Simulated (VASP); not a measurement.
Write the native input for VASP 6.6.1 that does the following.

```yaml
Task: single point
Functional: r2SCAN
Potentials_or_basis: VASP PAW PBE potentials, release 64 (Ta_pv, N)
Cutoff: 520 eV
k_mesh: 12 × 12 × 12
Occupations: gaussian, width 0.1 eV
Spin: no spin polarisation
Dipole_correction: no
Further_INCAR_settings: ALGO = Normal; EDIFF = 1e-07; NBANDS = 33
```

The system is TaN.

```xyz
6
Lattice="5.2171 0.0000 0.0000 -2.6086 4.5182 0.0000 0.0000 0.0000 2.9009" Properties=species:S:1:pos:R:3 pbc="T T T"
Ta    0.0000    0.0000    0.0000
Ta    0.0000    3.0121    1.4504
Ta    2.6086    1.5061    1.4504
N     2.6086    0.0000    0.0000
N     1.3043    2.2591    0.0000
N    -1.3043    2.2591    0.0000
```

The input as run:

POSCAR

```
TaN
1.0
    5.2171476417      0.0000000000      0.0000000000
   -2.6085738209      4.5181823930      0.0000000000
    0.0000000000      0.0000000000      2.9008591793
Ta N
3 3
Direct
    0.0000000000      0.0000000000      0.0000000000
    0.3333333333      0.6666666667      0.5000000000
    0.6666666667      0.3333333333      0.5000000000
    0.5000000000      0.0000000000      0.0000000000
    0.5000000000      0.5000000000      0.0000000000
    0.0000000000      0.5000000000      0.0000000000
```

INCAR.step1

```
SYSTEM = TaN
  PREC = Accurate
  ENCUT = 520
  ISMEAR = 0
  SIGMA = 0.1
  LREAL = .False.
  LASPH = .True.
  NELM = 100
  NBANDS = 33
  GGA = PE
  ALGO = Normal
  EDIFF = 1E-4
  LWAVE = .True.
  LCHARG = .False.
```

INCAR.step2

```
SYSTEM = TaN
  PREC = Accurate
  ENCUT = 520
  EDIFF = 1E-7
  ISMEAR = 0
  SIGMA = 0.1
  LREAL = .False.
  LASPH = .True.
  NELM = 100
  ALGO = Normal
  ISIF = 2
  LWAVE = .False.
  LCHARG = .True.
  METAGGA = R2SCAN
  LMIXTAU = .True.
  LELF = .True.
  LVHAR = .True.
  NBANDS = 33
  ISTART = 1
```

KPOINTS

```
Automatic mesh
0
Gamma
  12 12 12
  0 0 0
```

Potentials or basis: VASP PAW PBE potentials, release 64 (Ta_pv, N).

Run with:

```bash
$ cat potpaw_PBE.64/Ta_pv/POTCAR potpaw_PBE.64/N/POTCAR > POTCAR
$ cp INCAR.step1 INCAR
$ mpirun -np 1 vasp_std > vasp.out
$ cp INCAR.step2 INCAR
$ mpirun -np 1 vasp_std > vasp.out
```

Results of the run:

```json
{"Pressure": "4.7 GPa", "Band gap on the k mesh": "zero (bands 24 and 25 overlap by 2.25 eV)"}
```

Caveat: the cell stands under pressure; the PAW data sets were made with another functional, which shifts forces and pressure a little; spin-orbit coupling is left out, which moves the levels of the heavy elements.

Wall time 11 min on 1 thread of Intel(R) Xeon(R) 6975P-C (Granite Rapids) (shared host), peak memory 0.36 GiB.
